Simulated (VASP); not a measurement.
Here is a VASP 6.6.1 calculation.

File INCAR:

```
SYSTEM = SnO2
PREC = Accurate
ENCUT = 520
EDIFF = 1E-6
ISMEAR = -1
SIGMA = 0.08
LREAL = .False.
LASPH = .True.
NELM = 80
ALGO = Normal
ISIF = 2
LWAVE = .False.
LCHARG = .False.
GGA = PE
NBANDS = 20
```

KPOINTS

```
Automatic mesh
0
Gamma
  12 12 12
  0 0 0
```

File POSCAR:

```
SnO2
1.0
    0.0000000000      2.2878482132      2.2878482132
    2.2878482132      0.0000000000      2.2878482132
    2.2878482132      2.2878482132      0.0000000000
Sn O
1 2
Direct
    0.0000000000      0.0000000000      0.0000000000
    0.2500000000      0.2500000000      0.2500000000
    0.7500000000      0.7500000000      0.7500000000
```

Potentials or basis: VASP PAW PBE potentials, release 64 (Sn_d, O).

The run is started by

```bash
$ cat potpaw_PBE.64/Sn_d/POTCAR potpaw_PBE.64/O/POTCAR > POTCAR
$ mpirun -np 1 vasp_std > vasp.out
```

Estimate the pressure.

152.6 GPa.

Estimate the band gap on the k mesh.

3.79 eV, indirect (least direct gap 4.93 eV).

Caveat: spin-orbit coupling is left out, which moves the levels of the heavy elements. A hybrid or GW would open this gap; PBE tends to underestimate it.
